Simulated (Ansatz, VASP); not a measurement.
## One calculation of Cu, two programs

```
Cu
1.0
     2.63546    0.00000    0.00000
    -1.31773    2.28238    0.00000
     0.00000    0.00000    3.78357
Cu
2
Direct
  0.33333 0.66667 0.25000
  0.66667 0.33333 0.75000
```

Change from the starting cell: strain +0.040 along x and y, -0.080 along z, atoms carried along.

Alike in both runs: task single point; functional r2SCAN; k mesh 24 × 24 × 12; occupations gaussian, width 0.15 eV; no spin polarisation.

```csv
,VASP,Ansatz
version,VASP 6.6.1,Ansatz 0.2.0
potentials or method,"VASP PAW PBE potentials, release 64 (Cu), cutoff 520 eV","scalar-relativistic, plane waves, PAW"
valence electrons in the cell,22,38
```

|  | VASP | Ansatz | Ansatz less VASP |
| --- | --- | --- | --- |
| gap on the k mesh at the Fermi level (eV) | none | none | - |
| pressure (GPa) | 4.6 | 4.0 | -0.56 |
| traceless stress, the component that is largest in VASP (GPa) | 13.94 | 14.06 | +0.121 |

VASP's potentials were made for PBE, not for r2SCAN. A gap of «none» marks a metal or a gap that the smearing closes. VASP's potentials hold 22 valence electrons a cell and Ansatz's 38, so a difference there can come from the potentials and not from the codes.
